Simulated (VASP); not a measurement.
# Mg2Si3 (R-3c) in VASP: a series of runs

Mg2Si3 is run at these levels: PBE; tasks: single point, relaxation of cell and atoms.

Everything below comes from runs of VASP 6.6.1. Logs are shortened: lines on timing, memory, paths and dates and some standing lists are left out, and cuts for length are marked.

### 1 The cell of the first run

The structure is trigonal, space group R-3c (No. 167). Conventional cell: a = 6.067 Å, b = 6.067 Å, c = 22.392 Å, α = 90.00°, β = 90.00°, γ = 120.00°. Within 3.8 Å of Mg (site symmetry 3) lie 6 Si at 2.71 to 2.85 Å and 3 Mg at 3.72 Å. Si (site symmetry 2) has 2 Si at 2.38 Å and 4 Mg at 2.71 to 2.85 Å within 3.1 Å.

### 2 Single point, PBE

INCAR

```
SYSTEM = Mg2Si3
  ALGO = Normal
  EDIFF = 1E-7
  ENCUT = 520
  GGA = PE
  ISIF = 2
  ISMEAR = 0
  LASPH = .True.
  LCHARG = .False.
  LREAL = .False.
  LWAVE = .False.
  NBANDS = 27
  NELM = 80
  PREC = Accurate
  SIGMA = 0.1
```

KPOINTS

```
k-points
0
Gamma
  6 6 6
  0 0 0
```

POSCAR

```
Mg2Si3
1.0
    3.0336602645      1.7514845704      7.4639013635
   -3.0336602645      1.7514845704      7.4639013635
    0.0000000000     -3.5029691407      7.4639013635
Mg Si
4 6
Direct
    0.3613333254      0.3613333254      0.3613333254
    0.1386666746      0.1386666746      0.1386666746
    0.6386666746      0.6386666746      0.6386666746
    0.8613333254      0.8613333254      0.8613333254
    0.4766496139      0.0233503861      0.2500000000
    0.2500000000      0.4766496139      0.0233503861
    0.0233503861      0.2500000000      0.4766496139
    0.5233503861      0.9766496139      0.7500000000
    0.7500000000      0.5233503861      0.9766496139
    0.9766496139      0.7500000000      0.5233503861
```

Potentials or basis: VASP PAW PBE potentials, release 64 (Mg, Si).

Command:

```bash
$ cat potpaw_PBE.64/Mg/POTCAR potpaw_PBE.64/Si/POTCAR > POTCAR
$ mpirun -np 1 vasp_std > vasp.out
```

OUTCAR:

```text
SYSTEM = Mg2Si3
   EDIFF = 1E-7
   ENCUT = 520
   GGA = PE
   ISIF = 2
   ISMEAR = 0
   LASPH = .True.
   LREAL = .False.
   NELM = 80
   PREC = Accurate

 ion  position               nearest neighbor table
   1  0.361  0.361  0.361-  10 2.71   8 2.71   9 2.71   5 2.85   6 2.85   7 2.85
   2  0.139  0.139  0.139-   9 2.71   8 2.71  10 2.71   5 2.85   7 2.85   6 2.85
   3  0.639  0.639  0.639-   7 2.71   5 2.71   6 2.71   8 2.85   9 2.85  10 2.85
   4  0.861  0.861  0.861-   6 2.71   5 2.71   7 2.71   8 2.85  10 2.85   9 2.85
   5  0.477  0.023  0.250-   6 2.38   7 2.38   3 2.71   4 2.71   1 2.85   2 2.85
   6  0.250  0.477  0.023-   5 2.38   7 2.38   4 2.71   3 2.71   1 2.85   2 2.85
   7  0.023  0.250  0.477-   5 2.38   6 2.38   3 2.71   4 2.71   2 2.85   1 2.85
   8  0.523  0.977  0.750-   9 2.38  10 2.38   1 2.71   2 2.71   3 2.85   4 2.85
   9  0.750  0.523  0.977-   8 2.38  10 2.38   2 2.71   1 2.71   3 2.85   4 2.85
  10  0.977  0.750  0.523-   8 2.38   9 2.38   1 2.71   2 2.71   4 2.85   3 2.85

  LATTYP: Found a trigonal (rhomboedric) cell.
 ALAT       =     8.2450358619
 COS(alpha) =     0.7292435670

  Lattice vectors:

 A1 = (   3.0336602645,   1.7514845704,   7.4639013635)
 A2 = (  -3.0336602645,   1.7514845704,   7.4639013635)
 A3 = (   0.0000000000,  -3.5029691407,   7.4639013635)

Analysis of symmetry for initial positions (statically):
=====================================================================
 Subroutine PRICEL returns:
 Original cell was already a primitive cell.

 Routine SETGRP: Setting up the symmetry group for a
 trigonal (rhombohedral) supercell.

 Subroutine GETGRP returns: Found 12 space group operations
 (whereof  6 operations were pure point group operations)
 out of a pool of 12 trial point group operations.

The static configuration has the point symmetry S_6 .
 The point group associated with its full space group is D_3d.

Analysis of symmetry for dynamics (positions and initial velocities):
=====================================================================
 Subroutine PRICEL returns:
 Original cell was already a primitive cell.

 Routine SETGRP: Setting up the symmetry group for a
 trigonal (rhombohedral) supercell.

 Subroutine GETGRP returns: Found 12 space group operations
 (whereof  6 operations were pure point group operations)
 out of a pool of 12 trial point group operations.

The dynamic configuration has the point symmetry S_6 .
 The point group associated with its full space group is D_3d.

 Subroutine INISYM returns: Found 12 space group operations
 (whereof  6 operations are pure point group operations),
 and found     1 'primitive' translations

----------------------------------------------------------------------------------------

                                     Primitive cell

  volume of cell :     237.9526

  direct lattice vectors                    reciprocal lattice vectors
     3.033660264  1.751484570  7.463901363     0.164817401  0.095157371  0.044659397
    -3.033660264  1.751484570  7.463901363    -0.164817401  0.095157371  0.044659397
     0.000000000 -3.502969141  7.463901363     0.000000000 -0.190314742  0.044659397

  length of vectors
     8.245035862  8.245035862  8.245035862     0.195484431  0.195484431  0.195484431

  position of ions in fractional coordinates (direct lattice)
     0.361333325  0.361333325  0.361333325
     0.138666675  0.138666675  0.138666675
     0.638666675  0.638666675  0.638666675
     0.861333325  0.861333325  0.861333325
     0.476649614  0.023350386  0.250000000
     0.250000000  0.476649614  0.023350386
     0.023350386  0.250000000  0.476649614
     0.523350386  0.976649614  0.750000000
     0.750000000  0.523350386  0.976649614
     0.976649614  0.750000000  0.523350386

  ion indices of the primitive-cell ions
   primitive index   ion index
                 1           1
                 2           2
                 3           3
                 4           4
                 5           5
                 6           6
                 7           7
                 8           8
                 9           9
                10          10

----------------------------------------------------------------------------------------

 KPOINTS: k-points

Automatic generation of k-mesh.
 Grid dimensions read from file:
 generate k-points for:    6    6    6

 Generating k-lattice:

  Cartesian coordinates                     Fractional coordinates (reciprocal lattice)
     0.027469567  0.015859562  0.007443233     0.166666667 -0.000000000  0.000000000
    -0.027469567  0.015859562  0.007443233    -0.000000000  0.166666667  0.000000000
     0.000000000 -0.031719124  0.007443233     0.000000000  0.000000000  0.166666667

  Length of vectors
     0.032580738  0.032580738  0.032580738

  Shift w.r.t. Gamma in fractional coordinates (k-lattice)
     0.000000000  0.000000000  0.000000000

 Subroutine IBZKPT returns following result:
 ===========================================

 Found     32 irreducible k-points:

 Following reciprocal coordinates:
            Coordinates               Weight
  0.000000  0.000000  0.000000      1.000000
  0.166667  0.000000  0.000000      6.000000
  0.333333  0.000000  0.000000      6.000000
  0.500000  0.000000  0.000000      3.000000
  0.166667  0.166667  0.000000      6.000000
  0.333333  0.166667  0.000000     12.000000
[... 16 lines left out ...]
  0.500000  0.500000  0.166667      6.000000
 -0.333333  0.500000  0.166667     12.000000
 [... further k-points ...]
   k-points           NKPTS =     32   k-points in BZ     NKDIM =     32   number of bands    NBANDS=     27
   number of dos      NEDOS =    301   number of ions     NIONS =     10
   total plane-waves  NPLWV = 262144
   dimension x,y,z NGX =    64 NGY =   64 NGZ =   64
   dimension x,y,z NGXF=   128 NGYF=  128 NGZF=  128
   ions per type =               4   6
   NGX,Y,Z   is equivalent  to a cutoff of  12.90, 12.90, 12.90 a.u.
   NGXF,Y,Z  is equivalent  to a cutoff of  25.81, 25.81, 25.81 a.u.
 SYSTEM =  Mg2Si3
   PREC   = accura    normal or accurate (medium, high low for compatibility)
   ISTART =      0    job   : 0-new  1-cont  2-samecut
   ICHARG =      2    charge: 1-file 2-atom 10-const
   ISPIN  =      1    spin polarized calculation?
   LNONCOLLINEAR =      F non collinear calculations
   LSORBIT =      F    spin-orbit coupling
   LASPH  =      T    aspherical Exc in radial PAW
   ENCUT  =  520.0 eV  38.22 Ry    6.18 a.u.  15.33 15.33 15.33*2*pi/ulx,y,z
   NELM   =     80;   NELMIN=  2; NELMDL= -5     # of ELM steps
   EDIFF  = 0.1E-06   stopping-criterion for ELM
   LREAL  =      F    real-space projection
   EDIFFG = 0.1E-05   stopping-criterion for IOM
   NSW    =      0    number of steps for IOM
   IBRION =     -1    ionic relax: 0-MD 1-quasi-New 2-CG
   NFREE  =      0    steps in history (QN), initial steepest desc. (CG)
   ISIF   =      2    stress and relaxation
   ISYM   =      2    0-nonsym 1-usesym 2-fastsym
   POTIM  = 0.5000    time-step for ionic-motion
   TEBEG  =    0.0;   TEEND  =   0.0 temperature during run
   PSTRESS=    0.0 pullay stress
   NELECT =      32.0000    total number of electrons
   NUPDOWN=      -1.0000    fix difference up-down
   EMIN   =  10.00;   EMAX   =-10.00  energy-range for DOS
   EFERMI =   0.00;   METHOD = LEGACY
   ISMEAR =     0;   SIGMA  =   0.10  broadening in eV -4-tet -1-fermi 0-gaus
   EFERMI_NEDOS =   21; number of points for ismear=-14 and -15
   IALGO  =     38    algorithm
   IMIX   =      4    mixing-type and parameters
     AMIX     =   0.40;   BMIX     =  1.00
     AMIX_MAG =   1.60;   BMIX_MAG =  1.00
  volume/ion in A,a.u.               =      23.80       160.58
  Fermi-wavevector in a.u.,A,eV,Ry     =   0.838741  1.584991  9.571521  0.703487
  Thomas-Fermi vector in A             =   1.952846
   LORBIT       =      0    0 simple, 1 ext, 2 COOP (PROOUT), +10 PAW based schemes
   GGA     = PE    functional components
   LHFCALC =     F    Hartree Fock is set to
   AEXX    =    0.0000 exact exchange contribution
   IVDW    =     0    specifies the selected vdW correction
   LEPSILON=     F    determine dielectric tensor
   LRPA    =     F    only Hartree local field effects (RPA)
 non-spin polarized calculation
 Gauss-broadening in eV      SIGMA  =   0.10
  energy-cutoff  :      520.00
  volume of cell :      237.95
 maximum number of plane-waves:      6435
 NGX is ok and might be reduce to    64
   NGX = 31   NGY = 31   NGZ = 31

 number of electron      32.0000001 magnetization

 Free energy of the ion-electron system (eV)
  ---------------------------------------------------
  ext. energy  EPLUGINS =         0.00000000
  ---------------------------------------------------
  free energy    TOTEN  =       -34.73524151 eV

  energy without entropy =      -34.71623368  energy(sigma->0) =      -34.72573759

 E-fermi :   3.3667     XC(G=0):  -8.5053

 val. band max:        3.3511940142   @ k =  -0.3333  -0.3333   0.1667
 cond. band min:       3.3725254998   @ k =   0.5000   0.0000   0.0000
 fundamental gap:      0.0213314855
 Fermi energy:         3.3667385471

 k-point     1 :       0.0000    0.0000    0.0000
  band No.  band energies     occupation
      1      -7.4714      2.00000
      2      -6.8256      2.00000
      3      -2.5615      2.00000
      4      -2.5615      2.00000
      5      -2.0553      2.00000
      6      -2.0553      2.00000
[... 19 lines left out ...]
     26       7.5339      0.00000
     27       7.5343      0.00000

 k-point     2 :       0.1667    0.0000    0.0000
  band No.  band energies     occupation
      1      -7.3977      2.00000
      2      -6.8216      2.00000
      3      -2.8946      2.00000
      4      -2.6119      2.00000
      5      -2.5045      2.00000
      6      -2.2212      2.00000
[... 652 lines left out ...]
 k-point    24 :      -0.3333    0.5000    0.1667
  band No.  band energies     occupation
      1      -7.0313      2.00000
      2      -6.9199      2.00000
      3      -3.6330      2.00000
      4      -3.3835      2.00000
      5      -3.0053      2.00000
      6      -2.5369      2.00000
[... 19 lines left out ...]
     26       7.1630      0.00000
     27       7.4844      0.00000

 [... further k-points ...]

------------------------ aborting loop because EDIFF is reached ----------------------------------------

  FORCE on cell =-STRESS in cart. coord.  units (eV):
  Direction    XX          YY          ZZ          XY          YZ          ZX
  --------------------------------------------------------------------------------------
  -------------------------------------------------------------------------------------
  Total       -0.1804456     -0.1804456     -0.1474096      0.0000000     -0.0000000      0.0000000
  in kB       -1.2149728     -1.2149728     -0.9925355      0.0000000     -0.0000000      0.0000000
  external PRESSURE =      -1.1408270 kB  Pullay stress =       0.0000000 kB

 VOLUME and BASIS-vectors are now :
 -----------------------------------------------------------------------------
  energy-cutoff  :      520.00
  volume of cell :      237.95
      direct lattice vectors                 reciprocal lattice vectors
     3.033660264  1.751484570  7.463901363     0.164817401  0.095157371  0.044659397
    -3.033660264  1.751484570  7.463901363    -0.164817401  0.095157371  0.044659397
     0.000000000 -3.502969141  7.463901363     0.000000000 -0.190314742  0.044659397

 POSITION                                       TOTAL-FORCE (eV/Angst)
 -----------------------------------------------------------------------------------
      0.00000      0.00000      8.09087         0.000000     -0.000000     -0.004824
      0.00000      0.00000      3.10498         0.000000      0.000000      0.004824
      0.00000      0.00000     14.30084         0.000000      0.000000      0.004824
      0.00000      0.00000     19.28672         0.000000     -0.000000     -0.004824
      1.37516      0.00000      5.59793         0.000210     -0.000000     -0.000000
     -0.68758      1.19092      5.59793        -0.000105      0.000182     -0.000000
     -0.68758     -1.19092      5.59793        -0.000105     -0.000182     -0.000000
     -1.37516      0.00000     16.79378        -0.000210     -0.000000     -0.000000
      0.68758     -1.19092     16.79378         0.000105     -0.000182     -0.000000
      0.68758      1.19092     16.79378         0.000105      0.000182     -0.000000
 -----------------------------------------------------------------------------------
    total drift:                               -0.000000      0.000000     -0.000000

  FREE ENERGIE OF THE ION-ELECTRON SYSTEM (eV)
  ---------------------------------------------------
  free  energy   TOTEN  =       -34.7352415096 eV

  energy  without entropy=      -34.7162336774  energy(sigma->0) =      -34.72573759
```

Wall time 4.8 min (1 thread of Intel Xeon 6975P-C (Granite Rapids), shared host); peak memory 0.62 GiB.

What came out:

| Item | Value |
| --- | --- |
| Free energy | -34.7352 eV |
| Pressure | -0.1 GPa |
| Largest force | 0.005 eV/Å |
| Band gap on the k mesh | zero (bands 16 and 17 overlap by 0.33 eV) |

Forces on the atoms (eV/Å):
```
Mg   0.000  0.000 -0.005
Mg   0.000  0.000  0.005
Mg   0.000  0.000  0.005
Mg   0.000  0.000 -0.005
Si   0.000  0.000  0.000
Si   0.000  0.000  0.000
Si   0.000  0.000  0.000
Si   0.000  0.000  0.000
Si   0.000  0.000  0.000
Si   0.000  0.000  0.000
```

### 3 Relaxation of cell and atoms, PBE

This run uses another cell than the first one, of 23.51 Å³/atom.

INCAR

```
ALGO = Normal
EDIFF = 1E-7
EDIFFG = -0.01
ENCUT = 600
GGA = PE
IBRION = 2
ISIF = 3
ISMEAR = 0
LASPH = True
LCHARG = False
LREAL = False
LWAVE = False
NELM = 60
NSW = 100
PREC = Accurate
SIGMA = 0.1
```

KPOINTS

```
k-points
0
Gamma
  6 6 6
```

POSCAR

```
Mg2Si3
1.0
    3.0396949743      1.7549687117      7.3453829023
   -3.0396949743      1.7549687117      7.3453829023
    0.0000000000     -3.5099374234      7.3453829023
Mg Si
4 6
Direct
    0.3627455607      0.3627455607      0.3627455607
    0.1372544393      0.1372544393      0.1372544393
    0.6372544393      0.6372544393      0.6372544393
    0.8627455607      0.8627455607      0.8627455607
    0.4770671348      0.0229328652      0.2500000000
    0.2500000000      0.4770671348      0.0229328652
    0.0229328652      0.2500000000      0.4770671348
    0.5229328652      0.9770671348      0.7500000000
    0.7500000000      0.5229328652      0.9770671348
    0.9770671348      0.7500000000      0.5229328652
```

Potentials or basis: VASP PAW PBE potentials, release 64 (Mg, Si).

Command:

```bash
$ cat potpaw_PBE.64/Mg/POTCAR potpaw_PBE.64/Si/POTCAR > POTCAR
$ mpirun -np 1 vasp_std > vasp.out
```

Run time: 36 min. Hardware: 1 thread of Intel Xeon 6975P-C (Granite Rapids), shared host; peak memory 0.84 GiB.

It converged, with:

```
Free energy                           : -34.7360 eV
Relaxed volume                        : 23.72 Å³/atom
Relaxed cell                          : a = 8.245 Å, b = 8.245 Å, c = 8.245 Å, α = 43.09°, β = 43.09°, γ = 43.09°
Space group after relaxing (to 0.1 Å) : R-3c (No. 167)
Energy gained by relaxing             : 1.2 meV/atom
Ionic steps                           : 13
Pressure after relaxing               : 0.0 GPa
Largest force after relaxing          : 0.005 eV/Å
Band gap on the k mesh                : zero (bands 16 and 17 overlap by 0.33 eV)
```

Forces in eV/Å, atoms in the order of the input:
```
Mg   0.000  0.000  0.004
Mg   0.000  0.000 -0.004
Mg   0.000  0.000 -0.004
Mg   0.000  0.000  0.004
Si   0.005  0.000  0.000
Si  -0.002  0.004  0.000
Si  -0.002 -0.004  0.000
Si  -0.005  0.000  0.000
Si   0.002 -0.004  0.000
Si   0.002  0.004  0.000
```

Step by step:
```tsv
step	energy change (eV)	largest force (eV/Å)	pressure (GPa)	volume (Å³)
1	0.0000	0.1680	0.22	235.11
2	-0.0074	0.0341	0.21	236.23
3	-0.0076	0.0422	0.21	236.45
4	-0.0086	0.0312	-0.07	237.77
5	-0.0086	0.0310	-0.05	237.69
6	-0.0090	0.0305	-0.05	237.67
7	-0.0100	0.0285	-0.03	237.64
8	-0.0111	0.0243	-0.01	237.56
9	-0.0100	0.0277	0.03	237.37
10	-0.0113	0.0214	0.00	237.51
11	-0.0116	0.0165	-0.05	237.50
12	-0.0116	0.0153	-0.05	237.50
13	-0.0117	0.0048	0.03	237.15
```

Final structure:
```xyz
10
Lattice="3.0280 1.7482 7.4665 -3.0280 1.7482 7.4665 0.0000 -3.4965 7.4665" Properties=species:S:1:pos:R:3 pbc="T T T"
Mg    0.0000    0.0000    8.0878
Mg    0.0000    0.0000    3.1120
Mg    0.0000    0.0000   14.3118
Mg    0.0000    0.0000   19.2875
Si    1.3747    0.0000    5.5999
Si   -0.6873    1.1905    5.5999
Si   -0.6873   -1.1905    5.5999
Si   -1.3747    0.0000   16.7997
Si    0.6873   -1.1905   16.7997
Si    0.6873    1.1905   16.7997
```

Levels at points of the mesh, in eV from the Fermi level:
```tsv
k point	band 13	band 14	band 15	band 16	band 17	band 18	band 19	band 20
(0.00, 0.00, 0.00)	-2.29	-2.29	-0.30	-0.04	0.22	0.22	1.17	1.17
(0.50, 0.00, 0.00)	-0.76	-0.76	0.00	0.00	0.12	0.12	0.93	0.93
(0.50, 0.50, 0.00)	-1.22	-1.02	-0.52	-0.43	0.20	0.84	1.34	1.42
(0.50, 0.50, 0.50)	-2.12	-2.12	-0.36	-0.36	0.02	0.02	0.02	0.02
```
